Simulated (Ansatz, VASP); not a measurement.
# ScAl3: VASP beside Ansatz

The input INCAR:

```
SYSTEM = ScAl3
ALGO = Fast
EDIFF = 1E-6
ENCUT = 520
GGA = PE
ISIF = 2
ISMEAR = 1
LASPH = .True.
LCHARG = .False.
LREAL = .False.
LWAVE = .False.
NBANDS = 18
NELM = 60
PREC = Accurate
SIGMA = 0.06802846561497
```

The input KPOINTS:

```
k-points
0
Gamma
  6 6 6
  0 0 0
```

Contents of POSCAR:

```
ScAl3
1.0
   -2.0127950000      2.0127950000      4.4231960000
    2.0127950000     -2.0127950000      4.4231960000
    2.0127950000      2.0127950000     -4.4231960000
Sc Al
1 3
Direct
    0.0000000000      0.0000000000      0.0000000000
    0.7500000000      0.2500000000      0.5000000000
    0.2500000000      0.7500000000      0.5000000000
    0.5000000000      0.5000000000      0.0000000000
```

Input for Ansatz:

```yaml
crystal:
  lattice:
    - [-2.012795, 2.012795, 4.423196]
    - [2.012795, -2.012795, 4.423196]
    - [2.012795, 2.012795, -4.423196]
  atoms:
    - { symbol: Sc, position: [0.0, 0.0, 0.0] }
    - { symbol: Al, position: [0.75, 0.25, 0.5] }
    - { symbol: Al, position: [0.25, 0.75, 0.5] }
    - { symbol: Al, position: [0.5, 0.5, 0.0] }
basis:
  ecutwfc: 420
kpoints:
  mp_grid: { grid: [6, 6, 6] }
hamiltonian:
  xc: pbe
scf:
  occupations: { method: methfessel_paxton, width: "0.005 Ry" }
  mixing: { algorithm: broyden, beta: 0.51, ndim: 1 }
  max_iter: 74
output:
  forces: true
  stress: true
  eigenvalues: true
```

Alike in both runs: task single point; functional PBE; k mesh 6 × 6 × 6; no spin polarisation.

|  | VASP | Ansatz |
| --- | --- | --- |
| version | VASP 6.6.1 | Ansatz 0.2.0 |
| potentials or method | VASP PAW PBE potentials, release 64 (Sc_sv, Al), cutoff 520 eV | scalar-relativistic, plane waves, PAW |
| occupations | methfessel-paxton of order 1, width 0.0680285 eV | methfessel-paxton of order 1 |
| valence electrons in the cell | 20 | 20 |

```tsv
	VASP	Ansatz	Ansatz less VASP
gap on the k mesh at the Fermi level (eV)	none	none	-
pressure (GPa)	-0.4	-0.5	-0.02
traceless stress, the component that is largest in VASP (GPa)	-1.54	-1.55	-0.009
```

A gap of «none» marks a metal or a gap that the smearing closes.

The k mesh is coarse, so the values compare programs but aren't converged.
